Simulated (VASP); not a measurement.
MnAs:

```
As Mn
1.0
     3.71000    0.00000    0.00000
    -1.85500    3.21295    0.00000
     0.00000    0.00000    5.69100
As Mn
2 2
Cartesian
  1.8550 1.0710 4.2683
  0.0000 2.1420 1.4227
  0.0000 0.0000 2.8455
  0.0000 0.0000 0.0000
```

| Property | Result |
| --- | --- |
| Program | VASP 6.6.1 |
| Task | relaxation of cell and atoms |
| Functional | BLYP |
| Dispersion | D4 |
| Potentials or basis | VASP PAW PBE potentials, release 64 (As, Mn_pv) |
| Cutoff | 600 eV |
| k mesh | 8 × 8 × 5 |
| Occupations | fermi-dirac, width 0.05 eV |
| Spin | collinear spin, ferromagnetic start |
| Starting moments | [0.0, 0.0, 4.0, 4.0] μB |

At the start: pressure -5.4 GPa; volume 16.96 Å³/atom.

Problem. Where does the relaxation end?

Solution. Over 3 steps the energy falls by 28.4 meV/atom and the volume is 15.59 Å³/atom (-8.1 %); space group P6_3/mmc (No. 194, to 0.05 Å); moment 5.31 μB per cell.

Step by step:
| step | energy change (eV) | largest force (eV/Å) | pressure (GPa) | volume (Å³) |
| --- | --- | --- | --- | --- |
| 1 | 0.0000 | 0.0000 | -5.37 | 67.84 |
| 2 | -0.1137 | 0.0000 | -0.10 | 62.41 |
| 3 | -0.1137 | 0.0000 | 0.00 | 62.35 |

Final structure:
```cif
data_structure
_symmetry_space_group_name_H-M 'P 1'
_symmetry_Int_Tables_number 1
_cell_length_a 3.6217
_cell_length_b 3.6217
_cell_length_c 5.4889
_cell_angle_alpha 90.000
_cell_angle_beta 90.000
_cell_angle_gamma 120.000
_cell_volume 62.35
loop_
_atom_site_label
_atom_site_type_symbol
_atom_site_fract_x
_atom_site_fract_y
_atom_site_fract_z
_atom_site_occupancy
As1 As 0.66667 0.33333 0.75000 1
As2 As 0.33333 0.66667 0.25000 1
Mn1 Mn 0.00000 0.00000 0.50000 1
Mn2 Mn 0.00000 0.00000 0.00000 1
```

Caveat: the PAW data sets were made with another functional, which shifts forces and pressure a little; only a ferromagnetic start was run, and an antiferromagnetic order may lie lower in energy; pairwise dispersion overbinds metals, which lowers pressure and volume.
